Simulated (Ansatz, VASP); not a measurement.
# One calculation of PtS2, two programs

```
CELL_PARAMETERS angstrom
3.57659 0.00000 0.00000
-1.78830 3.09742 0.00000
0.00000 0.00000 6.17180
ATOMIC_POSITIONS crystal
Pt 0.00000 0.00000 0.00000
S 0.33333 0.66667 0.19879
S 0.66667 0.33333 0.80121
```

Alike in both runs: functional PBE; k mesh 9 × 9 × 4; occupations gaussian, width 0.05 eV; no spin polarisation.

Ansatz relaxed the structure, and its values are those at the end. VASP's run is a single point on that final structure, the one shown.

|  | VASP | Ansatz |
| --- | --- | --- |
| version | VASP 6.6.1 | Ansatz 0.2.0 |
| potentials or method | VASP PAW PBE potentials, release 64 (Pt, S), cutoff 520 eV | scalar-relativistic, plane waves, PAW |
| valence electrons in the cell | 22 | 30 |

```tsv
	VASP	Ansatz	Ansatz less VASP
gap on the k mesh at the Fermi level (eV)	1.46	1.46	-0.003
least direct gap on the mesh (eV)	1.46	1.46	-0.003
pressure (GPa)	-0.3	0.1	+0.37
rms of the force components (eV/Å)	0.017	0.001	-0.0157
```

VASP's potentials hold 22 valence electrons a cell and Ansatz's 30, so a difference there can come from the potentials and not from the codes. Ansatz's warnings: stress scf threshold loose.

Neither program's run includes spin-orbit coupling.
